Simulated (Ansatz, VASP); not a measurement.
# One calculation of AsO, two programs

```
As O
1.0
     5.37169    0.00000    0.00000
     0.00000    4.83681    0.00000
     0.00000    0.00000    4.56750
As O
4 4
Direct
  0.25500 0.00960 0.25000
  0.74500 0.99040 0.75000
  0.25500 0.49040 0.75000
  0.74500 0.50960 0.25000
  0.85930 0.06280 0.25000
  0.14070 0.93720 0.75000
  0.85930 0.43720 0.75000
  0.14070 0.56280 0.25000
```

Alike in both runs: task single point; functional PBE; k mesh 4 × 4 × 4; occupations gaussian, width 0.1 eV; no spin polarisation.

|  | VASP | Ansatz |
| --- | --- | --- |
| version | VASP 6.6.1 | Ansatz 0.2.0 |
| potentials or method | VASP PAW PBE potentials, release 64 (As, O), cutoff 520 eV | scalar-relativistic, plane waves, PAW |
| valence electrons in the cell | 44 | 84 |

Ansatz gave:

* gap on the k mesh at the Fermi level (eV): none
* pressure (GPa): -9.7
* traceless stress, the component that is largest in VASP (GPa): -4.00
* rms of the force components (eV/Å): 0.763

Task: Estimate VASP's values.

Result: gap on the k mesh at the Fermi level (eV): none; pressure (GPa): -9.8; traceless stress, the component that is largest in VASP (GPa): -3.83; rms of the force components (eV/Å): 0.754.

Atom by atom the forces differ by 0.012 eV/Å (rms over components). A gap of «none» marks a metal or a gap that the smearing closes. VASP's potentials hold 44 valence electrons a cell and Ansatz's 84, so a difference there can come from the potentials and not from the codes.
